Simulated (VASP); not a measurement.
# I: single point with PBEsol

The system is I.

```
I
1.0
     3.50656   -2.31037    0.00000
     3.50656    2.31037    0.00000
     0.00000    0.00000    9.44729
I
4
Cartesian
  3.5066 -1.5273 8.2889
  3.5066 -0.7830 3.5652
  3.5066 0.7830 5.8821
  3.5066 1.5273 1.1584
```

```json
{
 "Program": "VASP 6.6.1",
 "Task": "single point",
 "Functional": "PBEsol",
 "Potentials or basis": "VASP PAW PBE potentials, release 64 (I)",
 "Cutoff": "500 eV",
 "k mesh": "6 × 6 × 3",
 "Occupations": "gaussian, width 0.05 eV",
 "Spin": "no spin polarisation"
}
```

```json
{"Pressure": "0.0 GPa", "Largest force": "0.003 eV/Å", "Band gap on the k mesh": "0.89 eV (least direct gap 1.29 eV)"}
```

Forces in eV/Å, atoms in the order of the input:
```
I    0.000  0.001 -0.003
I    0.000 -0.001 -0.003
I    0.000  0.001  0.003
I    0.000 -0.001  0.003
```

Stress tensor (GPa, compression positive):
```
 0.84  0.00  0.00
 0.00 -0.52  0.00
 0.00  0.00 -0.30
```

Levels at points of the mesh, in eV from the valence-band top:
| k point | band 11 | band 12 | band 13 | band 14 | band 15 | band 16 | band 17 | band 18 |
| --- | --- | --- | --- | --- | --- | --- | --- | --- |
| (0.00, 0.00, 0.00) | -0.79 | -0.71 | -0.16 | -0.08 | 1.34 | 1.93 | 4.66 | 5.42 |
| (0.50, 0.00, 0.00) | -1.41 | -1.41 | -0.67 | -0.67 | 2.28 | 2.28 | 5.15 | 5.15 |
| (0.50, 0.50, 0.00) | -1.92 | -1.69 | -1.01 | -0.34 | 1.05 | 1.47 | 4.54 | 5.78 |

Wall time 71 s on 1 thread of Intel(R) Xeon(R) Platinum 8259CL CPU @ 2.50GHz (Skylake/Cascade Lake), with other jobs on the host, peak memory 0.26 GiB.

Caveat: the PAW data sets were made with another functional, which shifts forces and pressure a little; spin-orbit coupling is left out, which moves the levels of the heavy elements; an odd mesh through Γ misses points on the zone boundary, where band edges can lie. A hybrid or GW would open this gap; PBEsol tends to underestimate it.
